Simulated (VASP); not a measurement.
# Cu (Fm-3m) in VASP: single point with LDA

Aim: the single point of Cu with LDA.

Everything below comes from runs of VASP 6.6.1. Logs are shortened: lines on timing, memory, paths and dates and some standing lists are left out, and cuts for length are marked.

## Step 1: The cell of the first run

The structure is cubic, space group Fm-3m (No. 225). The conventional cell has a = 3.518 Å, b = 3.518 Å, c = 3.518 Å, α = 90.00°, β = 90.00°, γ = 90.00°. Cu (site symmetry m-3m) has 12 Cu at 2.49 Å within 3.3 Å.

## Step 2: Single point, LDA

Input file INCAR:

```
SYSTEM = Cu
PREC = Accurate
ENCUT = 820
EDIFF = 1E-6
ISMEAR = 0
SIGMA = 0.1
LREAL = .False.
LASPH = .True.
NELM = 120
ALGO = Normal
ISIF = 2
LWAVE = .False.
LCHARG = .False.
GGA = CA
NBANDS = 16
GGA_COMPAT = .False.
```

Input file KPOINTS:

```
regular mesh
0
Gamma
  20 20 20
  0 0 0
```

Input file POSCAR:

```
Cu
1.0
    0.0000000000      1.7591151948      1.7591151948
    1.7591151948      0.0000000000      1.7591151948
    1.7591151948      1.7591151948      0.0000000000
Cu
1
Direct
    0.0000000000      0.0000000000      0.0000000000
```

Potentials or basis: VASP PAW LDA potentials, release 64 (Cu_sv_GW).

On the command line:

```
cat potpaw_LDA.64/Cu_sv_GW/POTCAR > POTCAR
mpirun -np 1 vasp_std > vasp.out
```

OUTCAR:

```text
SYSTEM = Cu
   PREC = Accurate
   ENCUT = 820
   EDIFF = 1E-6
   ISMEAR = 0
   LREAL = .False.
   LASPH = .True.
   NELM = 120
   ISIF = 2
   GGA = CA

 ion  position               nearest neighbor table
   1  0.000  0.000  0.000-

  LATTYP: Found a face centered cubic cell.
 ALAT       =     3.5182303896

  Lattice vectors:

 A1 = (   0.0000000000,   1.7591151948,   1.7591151948)
 A2 = (   1.7591151948,   0.0000000000,   1.7591151948)
 A3 = (   1.7591151948,   1.7591151948,   0.0000000000)

Analysis of symmetry for initial positions (statically):
=====================================================================
 Subroutine PRICEL returns:
 Original cell was already a primitive cell.

 Routine SETGRP: Setting up the symmetry group for a
 face centered cubic supercell.

 Subroutine GETGRP returns: Found 48 space group operations
 (whereof 48 operations were pure point group operations)
 out of a pool of 48 trial point group operations.

The static configuration has the point symmetry O_h .

Analysis of symmetry for dynamics (positions and initial velocities):
=====================================================================
 Subroutine PRICEL returns:
 Original cell was already a primitive cell.

 Routine SETGRP: Setting up the symmetry group for a
 face centered cubic supercell.

 Subroutine GETGRP returns: Found 48 space group operations
 (whereof 48 operations were pure point group operations)
 out of a pool of 48 trial point group operations.

The dynamic configuration has the point symmetry O_h .

 Subroutine INISYM returns: Found 48 space group operations
 (whereof 48 operations are pure point group operations),
 and found     1 'primitive' translations

----------------------------------------------------------------------------------------

                                     Primitive cell

  volume of cell :      10.8871

  direct lattice vectors                    reciprocal lattice vectors
     0.000000000  1.759115195  1.759115195    -0.284233802  0.284233802  0.284233802
     1.759115195  0.000000000  1.759115195     0.284233802 -0.284233802  0.284233802
     1.759115195  1.759115195  0.000000000     0.284233802  0.284233802 -0.284233802

  length of vectors
     2.487764566  2.487764566  2.487764566     0.492307386  0.492307386  0.492307386

  position of ions in fractional coordinates (direct lattice)
[... 73 lines left out ...]
   LSORBIT =      F    spin-orbit coupling
   LASPH  =      T    aspherical Exc in radial PAW
   ENCUT  =  820.0 eV  60.27 Ry    7.76 a.u.   5.81  5.81  5.81*2*pi/ulx,y,z
   NELM   =    120;   NELMIN=  2; NELMDL= -5     # of ELM steps
   EDIFF  = 0.1E-05   stopping-criterion for ELM
   LREAL  =      F    real-space projection
   EDIFFG = 0.1E-04   stopping-criterion for IOM
   NSW    =      0    number of steps for IOM
   IBRION =     -1    ionic relax: 0-MD 1-quasi-New 2-CG
   NFREE  =      0    steps in history (QN), initial steepest desc. (CG)
   ISIF   =      2    stress and relaxation
   ISYM   =      2    0-nonsym 1-usesym 2-fastsym
   POTIM  = 0.5000    time-step for ionic-motion
   TEBEG  =    0.0;   TEEND  =   0.0 temperature during run
   PSTRESS=    0.0 pullay stress
   NELECT =      19.0000    total number of electrons
   NUPDOWN=      -1.0000    fix difference up-down
   EMIN   =  10.00;   EMAX   =-10.00  energy-range for DOS
   EFERMI =   0.00;   METHOD = LEGACY
   ISMEAR =     0;   SIGMA  =   0.10  broadening in eV -4-tet -1-fermi 0-gaus
   EFERMI_NEDOS =   21; number of points for ismear=-14 and -15
   IALGO  =     38    algorithm
   IMIX   =      4    mixing-type and parameters
     AMIX     =   0.40;   BMIX     =  1.00
     AMIX_MAG =   1.60;   BMIX_MAG =  1.00
  volume/ion in A,a.u.               =      10.89        73.47
  Fermi-wavevector in a.u.,A,eV,Ry     =   1.971008  3.724665 52.856908  3.884873
  Thomas-Fermi vector in A             =   2.993630
   LORBIT       =      0    0 simple, 1 ext, 2 COOP (PROOUT), +10 PAW based schemes
   GGA     = CA    functional components
   LHFCALC =     F    Hartree Fock is set to
   AEXX    =    0.0000 exact exchange contribution
   IVDW    =     0    specifies the selected vdW correction
   LEPSILON=     F    determine dielectric tensor
   LRPA    =     F    only Hartree local field effects (RPA)
 non-spin polarized calculation
 Gauss-broadening in eV      SIGMA  =   0.10
  energy-cutoff  :      820.00
  volume of cell :       10.89
 maximum number of plane-waves:       604
   NGX = 11   NGY = 11   NGZ = 11

 number of electron      18.9999999 magnetization

 Free energy of the ion-electron system (eV)
  ---------------------------------------------------
  ext. energy  EPLUGINS =         0.00000000
  ---------------------------------------------------
  free energy    TOTEN  =        -4.86206671 eV

  energy without entropy =       -4.86077706  energy(sigma->0) =       -4.86142189

 E-fermi :   8.2194     XC(G=0): -14.3595

 val. band max:        8.1702853756   @ k =   0.5000   0.3000   0.1500
 cond. band min:       8.2239168531   @ k =  -0.4500   0.1000   0.0000
 fundamental gap:      0.0536314776
 Fermi energy:         8.2193842774

 k-point     1 :       0.0000    0.0000    0.0000
  band No.  band energies     occupation
      1    -103.4654      2.00000
      2     -61.3409      2.00000
      3     -61.3409      2.00000
      4     -61.3409      2.00000
      5      -1.8061      2.00000
      6       4.9264      2.00000
[... 433 lines left out ...]
      3     -61.3644      2.00000
      4     -61.3593      2.00000
      5       2.1653      2.00000
      6       4.9599      2.00000
[... 8 lines left out ...]
     15      34.8361      0.00000
     16      36.6908      0.00000

 [... further k-points ...]

------------------------ aborting loop because EDIFF is reached ----------------------------------------

  FORCE on cell =-STRESS in cart. coord.  units (eV):
  Direction    XX          YY          ZZ          XY          YZ          ZX
  --------------------------------------------------------------------------------------
  -------------------------------------------------------------------------------------
  Total       -0.0516221     -0.0516221     -0.0516221     -0.0000000      0.0000000     -0.0000000
  in kB       -7.5968412     -7.5968412     -7.5968412     -0.0000000      0.0000000     -0.0000000
  external PRESSURE =      -7.5968412 kB  Pullay stress =       0.0000000 kB

 VOLUME and BASIS-vectors are now :
 -----------------------------------------------------------------------------
  energy-cutoff  :      820.00
  volume of cell :       10.89
      direct lattice vectors                 reciprocal lattice vectors
     0.000000000  1.759115195  1.759115195    -0.284233802  0.284233802  0.284233802
     1.759115195  0.000000000  1.759115195     0.284233802 -0.284233802  0.284233802
     1.759115195  1.759115195  0.000000000     0.284233802  0.284233802 -0.284233802

 POSITION                                       TOTAL-FORCE (eV/Angst)
 -----------------------------------------------------------------------------------
      0.00000      0.00000      0.00000         0.000000      0.000000      0.000000
 -----------------------------------------------------------------------------------
    total drift:                                0.000000      0.000000      0.000000

  FREE ENERGIE OF THE ION-ELECTRON SYSTEM (eV)
  ---------------------------------------------------
  free  energy   TOTEN  =        -4.8620667094 eV

  energy  without entropy=       -4.8607770622  energy(sigma->0) =       -4.86142189
```

OSZICAR:

```text
N       E                     dE             d eps       ncg     rms          rms(c)
DAV:   1     0.250476837182E+03    0.25048E+03   -0.14920E+04 10656   0.509E+03
DAV:   2     0.407563738530E+01   -0.24640E+03   -0.23385E+03 12352   0.100E+03
DAV:   3    -0.567912991319E+01   -0.97548E+01   -0.97377E+01 11032   0.198E+02
DAV:   4    -0.580951231584E+01   -0.13038E+00   -0.13033E+00 11552   0.159E+01
DAV:   5    -0.581734051037E+01   -0.78282E-02   -0.78282E-02 11688   0.424E+00    0.864E+00
DAV:   6    -0.544865673649E+01    0.36868E+00   -0.58072E+00 10864   0.202E+02    0.553E+00
DAV:   7    -0.488138743669E+01    0.56727E+00   -0.18720E+00  9144   0.110E+02    0.176E+00
DAV:   8    -0.486233822280E+01    0.19049E-01   -0.32321E-02 13192   0.442E+00    0.298E-01
DAV:   9    -0.486213632677E+01    0.20190E-03   -0.16715E-03 13344   0.300E+00    0.905E-02
DAV:  10    -0.486206698499E+01    0.69342E-04   -0.11811E-04 13088   0.821E-01    0.567E-03
DAV:  11    -0.486206670940E+01    0.27559E-06   -0.69031E-07  7384   0.298E-02
   1 F= -.48620667E+01 E0= -.48614219E+01  d E =-.128965E-02
```

stdout:

```text
POSCAR found type information on POSCAR Cu
 POSCAR found :  1 types and       1 ions
 scaLAPACK will be used
 LDA part: xc-table for (Slater(with rela. corr.)+CA(PZ))
 , standard interpolation
 POSCAR, INCAR and KPOINTS ok, starting setup
 FFT: planning ... GRIDC
 FFT: planning ... GRID_SOFT
 FFT: planning ... GRID
 WAVECAR not read
 entering main loop
```

Wall time 26 s (1 thread of Intel Xeon 6975P-C (Granite Rapids), shared host); peak memory 0.22 GiB.

Results:

| Quantity | Value |
| --- | --- |
| Free energy | -4.8621 eV |
| Pressure | -0.8 GPa |
| Band gap on the k mesh | zero (an odd number of electrons rules out a gap without spin polarisation) |

Levels at points of the mesh, in eV from the Fermi level:
```
           k point  band 7  band 8  band 9  band 10  band 11  band 12  band 13  band 14
(0.00, 0.00, 0.00)   -3.29   -3.29   -2.33    -2.33    23.37    26.46    26.46    26.46
(0.50, 0.00, 0.00)   -3.33   -1.68   -1.68    -1.25     4.17    21.83    23.20    23.20
(0.50, 0.50, 0.00)   -1.69   -1.52   -1.52     1.40     7.71    13.63    13.63    18.51
```

The gap in the log of VASP goes by the Fermi energy; the results here count the filled bands.